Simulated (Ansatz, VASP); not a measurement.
**CdS in VASP and in Ansatz**

```
Cd S
1.0
     0.00000    2.91650    2.91650
     2.91650    0.00000    2.91650
     2.91650    2.91650    0.00000
Cd S
1 1
Direct
  0.00000 0.00000 0.00000
  0.25199 0.23214 0.23888
```

Alike in both runs: task single point; functional PBE; k mesh 8 × 8 × 8; occupations gaussian, width 0.05 eV; no spin polarisation.

|  | VASP | Ansatz |
| --- | --- | --- |
| version | VASP 6.6.1 | Ansatz 0.2.0 |
| potentials or method | VASP PAW PBE potentials, release 64 (Cd, S), cutoff 520 eV | scalar-relativistic, plane waves, PAW |
| valence electrons in the cell | 18 | 26 |

```csv
,VASP,Ansatz,Ansatz less VASP
gap on the k mesh at the Fermi level (eV),1.14,1.14,-0.005
pressure (GPa),3.5,3.1,-0.37
"traceless stress, the component that is largest in VASP (GPa)",2.08,2.00,-0.075
rms of the force components (eV/Å),0.347,0.338,-0.0093
```

Atom by atom the forces differ by 0.009 eV/Å (rms over components). The functional is the same, so the differences come from potentials, cutoffs and numerics. VASP's potentials hold 18 valence electrons a cell and Ansatz's 26, so a difference there can come from the potentials and not from the codes.
